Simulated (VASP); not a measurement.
Input of a VASP 6.6.1 run:

Contents of INCAR:

```
PREC = Accurate
ENCUT = 700
EDIFF = 1E-6
ISMEAR = -1
SIGMA = 0.05
LREAL = False
LASPH = True
NELM = 120
ALGO = Normal
ISIF = 2
LWAVE = False
LCHARG = False
GGA = PE
NBANDS = 46
GGA_COMPAT = False
```

File KPOINTS:

```
regular mesh
0
Gamma
  12 12 4
```

Contents of POSCAR:

```
Cu
1.0
    2.4965603200      0.0000000000      0.0000000000
   -1.2482801600      2.1620846592      0.0000000000
    0.0000000000      0.0000000000      8.1501552425
Cu
4
Direct
    0.6666666667      0.3333333333      0.7500000000
    0.0000000000      0.0000000000      0.5000000000
    0.3333333333      0.6666666667      0.2500000000
    0.0000000000      0.0000000000      0.0000000000
```

Potentials or basis: VASP PAW PBE potentials, release 64 (Cu_sv_GW).

Launch:

```sh
$ cat potpaw_PBE.64/Cu_sv_GW/POTCAR > POTCAR
$ mpirun -np 1 vasp_std > vasp.out
```

Problem. What does it give for the band gap on the k mesh?

Solution. Zero (band 38 reaches 11.98 eV, above the bottom of band 39 at 6.67 eV).

Problem. Estimate the pressure.

Solution. 9.2 GPa.

Stress tensor (GPa, compression positive):
```
9.35 0.00 0.00
0.00 9.35 0.00
0.00 0.00 8.84
```
